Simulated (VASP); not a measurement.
A run of VASP 6.6.1 is set up as follows.

The input INCAR:

```
ALGO = Normal
EDIFF = 1E-6
ENCUT = 520
GGA = CA
ISIF = 2
ISMEAR = -1
LASPH = True
LCHARG = False
LREAL = False
LWAVE = False
NBANDS = 36
NELM = 80
PREC = Accurate
SIGMA = 0.05
```

The input KPOINTS:

```
k-points
0
Gamma
  9 9 3
```

The input POSCAR:

```
Pb
1.0
    3.5243661423      0.0000000000      0.0000000000
   -1.7621830712      3.0521906115      0.0000000000
    0.0000000000      0.0000000000     11.4952418100
Pb
4
Direct
    0.6666666667      0.3333333333      0.7500000000
    0.0000000000      0.0000000000      0.5000000000
    0.3333333333      0.6666666667      0.2500000000
    0.0000000000      0.0000000000      0.0000000000
```

Potentials or basis: VASP PAW LDA potentials, release 64 (Pb_d).

Command:

```sh
$ cat potpaw_LDA.64/Pb_d/POTCAR > POTCAR
$ mpirun -np 1 vasp_std > vasp.out
```

Task: What does it give for the pressure?

Result: -3.0 GPa.

Task: Estimate the band gap on the k mesh.

Result: Zero (bands 28 and 29 overlap by 7.51 eV).

Stress tensor (GPa, compression positive):
```
-3.12  0.00  0.00
 0.00 -3.12  0.00
 0.00  0.00 -2.67
```

Caveat: spin-orbit coupling is left out, which moves the levels of the heavy elements.
